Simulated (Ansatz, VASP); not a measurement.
Two plane-wave programs on Ca

The input INCAR:

```
SYSTEM = Ca
PREC = Accurate ; ENCUT = 520
EDIFF = 1E-6 ; ISMEAR = -1
SIGMA = 0.1 ; LREAL = .False.
LASPH = .True. ; NELM = 80
ALGO = Normal ; ISIF = 2
LWAVE = .False. ; LCHARG = .True.
LELF = .True. ; LVHAR = .True.
NBANDS = 28
```

File KPOINTS:

```
Automatic mesh
0
Gamma
  11 11 3
  0 0 0
```

Contents of POSCAR:

```
Ca
1.0
    3.7739250105      0.0000000000      0.0000000000
   -1.8869625052      3.2683149310      0.0000000000
    0.0000000000      0.0000000000     12.3963601694
Ca
4
Direct
    0.0000000000      0.0000000000      1.0000000000
    0.0000000000      0.0000000000      0.5000000000
    0.3333333333      0.6666666667      0.2500000000
    0.6666666667      0.3333333333      0.7500000000
```

Input for Ansatz:

```yaml
crystal:
  lattice:
    - [3.7739250105, 0.0, 0.0]
    - [-1.8869625052, 3.268314931, 0.0]
    - [0.0, 0.0, 12.3963601694]
  atoms:
    - { symbol: Ca, position: [0.0, 0.0, 1.0] }
    - { symbol: Ca, position: [0.0, 0.0, 0.5] }
    - { symbol: Ca, position: [0.3333333333, 0.6666666667, 0.25] }
    - { symbol: Ca, position: [0.6666666667, 0.3333333333, 0.75] }
hamiltonian:
  xc: lda
  pseudopotentials:
    kind: paw
    azcp:
      Ca: "pseudopotentials/Ca.paw.azcp"
basis:
  ecutwfc: 420
  fft_grid_basis: typed
kpoints:
  mp_grid: { grid: [11, 11, 3], shift: [0, 0, 0] }
magnetization:
  spin_polarized: false
scf:
  occupations: { method: fermi_dirac, width: 0.1 }
  lower_state_search: "off"
output:
  stress: true
```

Alike in both runs: task single point; functional LDA; k mesh 11 × 11 × 3; occupations fermi-dirac, width 0.1 eV; no spin polarisation.

|  | VASP | Ansatz |
| --- | --- | --- |
| version | VASP 6.6.1 | Ansatz 0.2.0 |
| potentials or method | VASP PAW LDA potentials, release 64 (Ca_sv), cutoff 520 eV | plane waves (420 eV) with PAW, scalar-relativistic |
| valence electrons in the cell | 40 | 40 |

|  | VASP | Ansatz | Ansatz less VASP |
| --- | --- | --- | --- |
| pressure (GPa) | 0.0 | 0.0 | -0.01 |

Ansatz warns that its potentials were made for another functional, while VASP's fit it. LDA's correlation is that of Perdew and Zunger in VASP and of Perdew and Wang (1992) in Ansatz.
